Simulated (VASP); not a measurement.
**O: single point with LDA**

O:

```
O
1.0
     0.00000    1.64451    3.74252
     1.63389    0.00000    3.74252
     1.63389    1.64451    0.00000
O
2
Direct
  0.09052 0.09052 0.90948
  0.90948 0.90948 0.09052
```

This cell differs from its parent crystal: atoms shifted along a free coordinate.

```yaml
Program: VASP 6.6.1
Task: single point
Functional: LDA
Potentials_or_basis: VASP PAW LDA potentials, release 64 (O)
Cutoff: 520 eV
k_mesh: 20 × 20 × 20
Occupations: gaussian, width 0.15 eV
Spin: no spin polarisation
Dipole_correction: no
Further_INCAR_settings: ALGO = Normal; EDIFF = 1e-06; NBANDS = 13
```

```
Pressure               : -24.4 GPa
Largest force          : 6.483 eV/Å
Band gap on the k mesh : zero (bands 6 and 7 overlap by 2.98 eV)
```

Forces on the atoms (eV/Å):
```
O    0.000  0.000 -6.483
O    0.000  0.000  6.483
```

Stress tensor (GPa, compression positive):
```
 -1.45   0.00   0.00
  0.00  -1.56   0.00
  0.00   0.00 -70.25
```

Levels at points of the mesh, in eV from the Fermi level:
```
           k point  band 3  band 4  band 5  band 6  band 7  band 8  band 9  band 10
(0.00, 0.00, 0.00)   -7.91   -2.61   -2.59    1.54    1.56    7.18   11.54    14.81
(0.50, 0.00, 0.00)   -7.73   -6.01   -2.19   -2.14    2.03    6.46   16.09    16.65
(0.50, 0.50, 0.00)   -5.87   -2.73   -2.70    1.75    1.76    4.36   11.88    14.25
(0.50, 0.00, 0.50)   -6.56   -6.24   -5.14   -1.54   -0.98    7.13   11.95    18.05
(0.00, 0.50, 0.50)   -6.51   -6.29   -5.12   -1.58   -0.94    7.11   11.94    18.04
```

It took 6.5 min on 1 thread of Intel Xeon 8259CL, with other jobs on the host, peak memory 0.31 GiB.

Caveat: the cell differs from its parent crystal (atoms shifted along a free coordinate); the stress differs along the axes, from -70 to -1 GPa; forces of over 1 eV/Å act on the atoms, so gaps and moduli don't describe the material at rest.
